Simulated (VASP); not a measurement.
Write the native input for VASP 6.6.1 that does the following.

- Task: single point
- Functional: PBE
- Potentials or basis: VASP PAW PBE potentials, release 64 (W_sv, O, Hf_pv)
- Cutoff: 520 eV
- k mesh: 1 × 1 × 1
- Occupations: fermi-dirac, width 0.1861 eV
- Spin: no spin polarisation
- Dipole correction: no
- Further INCAR settings: LREAL = Auto; ALGO = Normal; EDIFF = 1e-06; NBANDS = 117; ISYM = 0

The structure of Hf3WO9 lies in POSCAR:

```
Hf3WO9
1.0
    7.0354530000      0.0129440000     -0.0287230000
    0.0129440000      7.0792940000     -0.1266340000
   -0.0287230000     -0.1266340000      7.1702520000
W O Hf
2 18 6
Direct
    0.1923467956      0.0902413814      1.0084574997
    0.4899593719      0.8031783636      0.7172465894
    0.6761955323      0.1852138717      0.1575495168
    0.7483419125      0.3553899359      0.8587376112
    1.0026563046      0.6117271387     -0.0299236691
    0.7093756979      0.7293570583      0.8355039404
    1.0237338603      0.1747989195      0.8690963991
    0.4442660361      0.2196084135      0.9518304998
    0.4268997889      0.8829775568      0.0379717230
    0.9896199306      0.7609397934      0.6212482773
    0.2012031254      0.4408710907      0.1679757458
    0.6001277812      0.9319988756      0.5312325447
    0.3158135427      0.9896379876      0.7263938463
    1.0592341319      0.0810963694      0.2367671233
    0.9240500490      0.3133728360      0.4659676041
    0.1763598089      0.7921573989      0.4559353901
    0.3513919204      0.1741529146      0.4682162789
    0.5948881769      0.4550819487      0.5064369872
    0.6576621901      0.5806186462      0.2099347544
    0.3704019003      0.5620398605      0.7824114703
    0.5556381940      0.2343124549      0.6955867826
    0.2575989917      0.6741086947      0.0294628552
    0.9004004273      0.3900316739      0.1671642046
    0.0970270537      0.0767996840      0.5293796312
    0.4838368684      0.3551026899      0.2727081727
    0.8448610600      0.5304747359      0.6733538908
```

These files were run (other wordings do the same):

INCAR

```
ALGO = Normal ; EDIFF = 1E-6
ENCUT = 520 ; GGA = PE
ISIF = 2 ; ISMEAR = -1
ISYM = 0 ; LASPH = True
LCHARG = True ; LELF = True
LREAL = Auto ; LVHAR = True
LWAVE = False ; NBANDS = 117
NELM = 100 ; PREC = Accurate
SIGMA = 0.1861
```

KPOINTS

```
k-points
0
Gamma
  1 1 1
```

Potentials or basis: VASP PAW PBE potentials, release 64 (W_sv, O, Hf_pv).

Run with:

```sh
$ cat potpaw_PBE.64/W_sv/POTCAR potpaw_PBE.64/O/POTCAR potpaw_PBE.64/Hf_pv/POTCAR > POTCAR
$ mpirun -np 1 vasp_gam > vasp.out
```

It gave:

| Item | Value |
| --- | --- |
| Pressure | 2.3 GPa |
| Largest force | 8.334 eV/Å |

Caveat: the k points lie up to 0.89 Å⁻¹ apart, too coarse for converged energies, forces and pressures; the atoms stand as in a frame of molecular dynamics.

It took 81 s on 1 thread of AMD EPYC 7R13 Processor (Zen 3) (shared host), peak memory 0.35 GiB.
